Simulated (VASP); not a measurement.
# KPrI4 (Immm) in VASP: single point with PBE

Aim: the single point of KPrI4 with PBE.

Program: VASP 6.6.1. These are calculated values, not measurements. Logs are shortened: lines on timing, memory, paths and dates and some standing lists are left out, and cuts for length are marked.

## (1) The cell of the first run

The structure is orthorhombic, space group Immm (No. 71). The conventional cell has a = 4.339 Å, b = 10.912 Å, c = 12.054 Å, α = 90.00°, β = 90.00°, γ = 90.00°. Within 4.6 Å of K (site symmetry mmm) lie 6 I at 3.50 to 3.54 Å and 2 K at 4.34 Å. Pr (site symmetry mmm) has 8 I at 3.30 to 3.47 Å and 2 Pr at 4.34 Å within 4.4 Å. I (site symmetry mm2) has 2 Pr at 3.30 Å and 1 K at 3.54 Å and 4 I at 3.68 to 4.34 Å within 4.4 Å. Within 4.6 Å of I (site symmetry m2m) lie 2 Pr at 3.47 Å and 2 K at 3.50 Å and 4 I at 3.68 to 4.34 Å.

The cell was built from a structure type or drawn by symmetry, and may not be a known phase.

## (2) Single point, PBE

File INCAR:

```
PREC = Accurate ; ENCUT = 500
EDIFF = 1E-6 ; ISMEAR = 0
SIGMA = 0.15 ; LREAL = False
LASPH = True ; NELM = 200
ALGO = Normal ; ISIF = 2
LWAVE = False ; LCHARG = True
GGA = PE ; LELF = True
LVHAR = True ; NBANDS = 33
GGA_COMPAT = False ; LMAXMIX = 6
```

File KPOINTS:

```
regular mesh
0
Gamma
  2 2 2
```

File POSCAR:

```
KPrI4
1.0
   -2.1693453616      5.4560131325      6.0267793070
    2.1693453616     -5.4560131325      6.0267793070
    2.1693453616      5.4560131325     -6.0267793070
K Pr I
1 1 4
Direct
    0.5000000000      0.5000000000      0.0000000000
    0.0000000000      0.5000000000      0.5000000000
    0.7938637110      0.7938637110      0.0000000000
    0.2061362890      0.2061362890      0.0000000000
    0.2485848787      0.0000000000      0.2485848787
    0.7514151213      0.0000000000      0.7514151213
```

Potentials or basis: VASP PAW PBE potentials, release 64 (K_sv, Pr_3, I), 4f in core.

Launch:

```sh
$ cat potpaw_PBE.64/K_sv/POTCAR potpaw_PBE.64/Pr_3/POTCAR potpaw_PBE.64/I/POTCAR > POTCAR
$ mpirun -np 1 vasp_std > vasp.out
```

OUTCAR:

```text
PREC = Accurate
   ENCUT = 500
   EDIFF = 1E-6
   ISMEAR = 0
   LREAL = False
   LASPH = True
   NELM = 200
   ISIF = 2
   GGA = PE

 ion  position               nearest neighbor table
   1  0.500  0.500  0.000-   6 3.50   5 3.50   6 3.50   5 3.50   4 3.54   3 3.54
   2  0.000  0.500  0.500-   4 3.30   3 3.30   4 3.30   3 3.30   5 3.47   5 3.47   6 3.47   6 3.47

   3  0.794  0.794  0.000-   2 3.30   2 3.30   1 3.54
   4  0.206  0.206  0.000-   2 3.30   2 3.30   1 3.54
   5  0.249  0.000  0.249-   2 3.47   2 3.47   1 3.50   1 3.50
   6  0.751  0.000  0.751-   2 3.47   2 3.47   1 3.50   1 3.50

  LATTYP: Found a body centered orthorhombic cell.
 ALAT       =     4.3386907232
 B/A-ratio  =     2.5150504982
 C/A-ratio  =     2.7781557578

  Lattice vectors:

 A1 = (  -2.1693453616,   5.4560131325,   6.0267793070)
 A2 = (   2.1693453616,  -5.4560131325,   6.0267793070)
 A3 = (   2.1693453616,   5.4560131325,  -6.0267793070)

Analysis of symmetry for initial positions (statically):
=====================================================================
 Subroutine PRICEL returns:
 Original cell was already a primitive cell.

 Routine SETGRP: Setting up the symmetry group for a
 body centered orthorhombic supercell.

 Subroutine GETGRP returns: Found  8 space group operations
 (whereof  8 operations were pure point group operations)
 out of a pool of  8 trial point group operations.

The static configuration has the point symmetry D_2h.

Analysis of symmetry for dynamics (positions and initial velocities):
=====================================================================
 Subroutine PRICEL returns:
 Original cell was already a primitive cell.

 Routine SETGRP: Setting up the symmetry group for a
 body centered orthorhombic supercell.

 Subroutine GETGRP returns: Found  8 space group operations
 (whereof  8 operations were pure point group operations)
 out of a pool of  8 trial point group operations.

The dynamic configuration has the point symmetry D_2h.

 Subroutine INISYM returns: Found  8 space group operations
 (whereof  8 operations are pure point group operations),
 and found     1 'primitive' translations

----------------------------------------------------------------------------------------
[... 80 lines left out ...]
   NELM   =    200;   NELMIN=  2; NELMDL= -5     # of ELM steps
   EDIFF  = 0.1E-05   stopping-criterion for ELM
   LREAL  =      F    real-space projection
   EDIFFG = 0.1E-04   stopping-criterion for IOM
   NSW    =      0    number of steps for IOM
   IBRION =     -1    ionic relax: 0-MD 1-quasi-New 2-CG
   NFREE  =      0    steps in history (QN), initial steepest desc. (CG)
   ISIF   =      2    stress and relaxation
   ISYM   =      2    0-nonsym 1-usesym 2-fastsym
   POTIM  = 0.5000    time-step for ionic-motion
   TEBEG  =    0.0;   TEEND  =   0.0 temperature during run
   PSTRESS=    0.0 pullay stress
   NELECT =      48.0000    total number of electrons
   NUPDOWN=      -1.0000    fix difference up-down
   EMIN   =  10.00;   EMAX   =-10.00  energy-range for DOS
   EFERMI =   0.00;   METHOD = LEGACY
   ISMEAR =     0;   SIGMA  =   0.15  broadening in eV -4-tet -1-fermi 0-gaus
   EFERMI_NEDOS =   21; number of points for ismear=-14 and -15
   IALGO  =     38    algorithm
   IMIX   =      4    mixing-type and parameters
     AMIX     =   0.40;   BMIX     =  1.00
     AMIX_MAG =   1.60;   BMIX_MAG =  1.00
  volume/ion in A,a.u.               =      47.56       320.92
  Fermi-wavevector in a.u.,A,eV,Ry     =   0.903730  1.707802 11.112262  0.816728
  Thomas-Fermi vector in A             =   2.027091
   LORBIT       =      0    0 simple, 1 ext, 2 COOP (PROOUT), +10 PAW based schemes
   GGA     = PE    functional components
   LHFCALC =     F    Hartree Fock is set to
   AEXX    =    0.0000 exact exchange contribution
   IVDW    =     0    specifies the selected vdW correction
   LEPSILON=     F    determine dielectric tensor
   LRPA    =     F    only Hartree local field effects (RPA)
 non-spin polarized calculation
 Gauss-broadening in eV      SIGMA  =   0.15
  energy-cutoff  :      500.00
  volume of cell :      285.33
 maximum number of plane-waves:      7262
 NGX is ok and might be reduce to    64
   NGX = 31   NGY = 31   NGZ = 31

 number of electron      47.9999999 magnetization

 Free energy of the ion-electron system (eV)
  ---------------------------------------------------
  ext. energy  EPLUGINS =         0.00000000
  ---------------------------------------------------
  free energy    TOTEN  =       -19.17457287 eV

  energy without entropy =      -19.17457281  energy(sigma->0) =      -19.17457284

 E-fermi :   1.6987     XC(G=0):  -7.2614

 val. band max:        1.1620178224   @ k =   0.0000   0.0000   0.0000
 cond. band min:       2.2337332736   @ k =   0.0000   0.0000   0.0000
 fundamental gap:      1.0717154512
 Fermi energy:         1.6986646674

 k-point     1 :       0.0000    0.0000    0.0000
  band No.  band energies     occupation
      1     -36.0527      2.00000
      2     -28.6634      2.00000
      3     -17.9282      2.00000
      4     -17.9202      2.00000
      5     -17.8014      2.00000
      6     -12.2009      2.00000
[... 169 lines left out ...]
     32       6.5089      0.00000
     33       6.6386      0.00000

------------------------ aborting loop because EDIFF is reached ----------------------------------------

  FORCE on cell =-STRESS in cart. coord.  units (eV):
  Direction    XX          YY          ZZ          XY          YZ          ZX
  --------------------------------------------------------------------------------------
  -------------------------------------------------------------------------------------
  Total        0.4461742      0.5020320      0.9451017      0.0000000      0.0000000      0.0000000
  in kB        2.5053339      2.8189837      5.3068856      0.0000000      0.0000000      0.0000000
  external PRESSURE =       3.5437344 kB  Pullay stress =       0.0000000 kB

 VOLUME and BASIS-vectors are now :
 -----------------------------------------------------------------------------
  energy-cutoff  :      500.00
  volume of cell :      285.33
      direct lattice vectors                 reciprocal lattice vectors
    -2.169345362  5.456013132  6.026779307     0.000000000  0.091642008  0.082963051
     2.169345362 -5.456013132  6.026779307     0.230484278  0.000000000  0.082963051
     2.169345362  5.456013132 -6.026779307     0.230484278  0.091642008  0.000000000

 POSITION                                       TOTAL-FORCE (eV/Angst)
 -----------------------------------------------------------------------------------
      0.00000      0.00000      6.02678        -0.000000      0.000000      0.000000
      2.16935      0.00000      0.00000        -0.000000     -0.000000      0.000000
      0.00000      0.00000      9.56888         0.000000      0.000000     -0.068250
      0.00000      0.00000      2.48468        -0.000000     -0.000000      0.068250
      0.00000      2.71256      0.00000        -0.000000      0.061071      0.000000
      0.00000      8.19946      0.00000        -0.000000     -0.061071      0.000000
 -----------------------------------------------------------------------------------
    total drift:                                0.000000     -0.000000     -0.000000

  FREE ENERGIE OF THE ION-ELECTRON SYSTEM (eV)
  ---------------------------------------------------
  free  energy   TOTEN  =       -19.1745728730 eV

  energy  without entropy=      -19.1745728085  energy(sigma->0) =      -19.17457284
```

OSZICAR:

```text
N       E                     dE             d eps       ncg     rms          rms(c)
DAV:   1     0.332672200720E+03    0.33267E+03   -0.18794E+04   330   0.115E+03
DAV:   2     0.963590908218E+01   -0.32304E+03   -0.31219E+03   447   0.256E+02
DAV:   3    -0.183647954552E+02   -0.28001E+02   -0.27847E+02   492   0.675E+01
DAV:   4    -0.195906928115E+02   -0.12259E+01   -0.12212E+01   547   0.148E+01
DAV:   5    -0.196276548858E+02   -0.36962E-01   -0.36957E-01   499   0.191E+00    0.648E+00
DAV:   6    -0.191987280089E+02    0.42893E+00   -0.57176E-01   362   0.331E+00    0.421E+00
DAV:   7    -0.191615998090E+02    0.37128E-01   -0.51785E-01   443   0.292E+00    0.139E+00
DAV:   8    -0.191702847559E+02   -0.86849E-02   -0.58419E-02   440   0.106E+00    0.414E-01
DAV:   9    -0.191732761004E+02   -0.29913E-02   -0.68754E-03   418   0.393E-01    0.164E-01
DAV:  10    -0.191740034794E+02   -0.72738E-03   -0.10322E-03   466   0.134E-01    0.822E-02
DAV:  11    -0.191745089974E+02   -0.50552E-03   -0.56840E-04   366   0.109E-01    0.175E-02
DAV:  12    -0.191745646279E+02   -0.55630E-04   -0.72165E-05   466   0.326E-02    0.153E-02
DAV:  13    -0.191745724568E+02   -0.78290E-05   -0.14658E-05   378   0.166E-02    0.499E-03
DAV:  14    -0.191745728730E+02   -0.41614E-06   -0.81750E-07   323   0.381E-03
   1 F= -.19174573E+02 E0= -.19174573E+02  d E =-.645214E-07
```

stdout:

```text
POSCAR found type information on POSCAR K PrI
 POSCAR found :  3 types and       6 ions
 scaLAPACK will be used
 LDA part: xc-table for (Slater+PW92), standard interpolation
 POSCAR, INCAR and KPOINTS ok, starting setup
 FFT: planning ... GRIDC
 FFT: planning ... GRID_SOFT
 FFT: planning ... GRID
 WAVECAR not read
 entering main loop
```

It took 2.3 min on 1 thread of Intel Xeon Platinum 8488C (Sapphire Rapids), shared host; peak memory 0.57 GiB.

Results:

```
Free energy            : -19.1746 eV
Pressure               : 0.4 GPa
Largest force          : 0.068 eV/Å
Band gap on the k mesh : 1.07 eV
```

Forces in eV/Å, atoms in the order of the input:
```
K    0.000  0.000  0.000
Pr   0.000  0.000  0.000
I    0.000  0.000 -0.068
I    0.000  0.000  0.068
I    0.000  0.061  0.000
I    0.000 -0.061  0.000
```

Caveat: the k points lie up to 0.77 Å⁻¹ apart; spin-orbit coupling is left out, which moves the levels of the heavy elements; the 4f electrons are frozen in the core, so they carry no moment and show no levels.
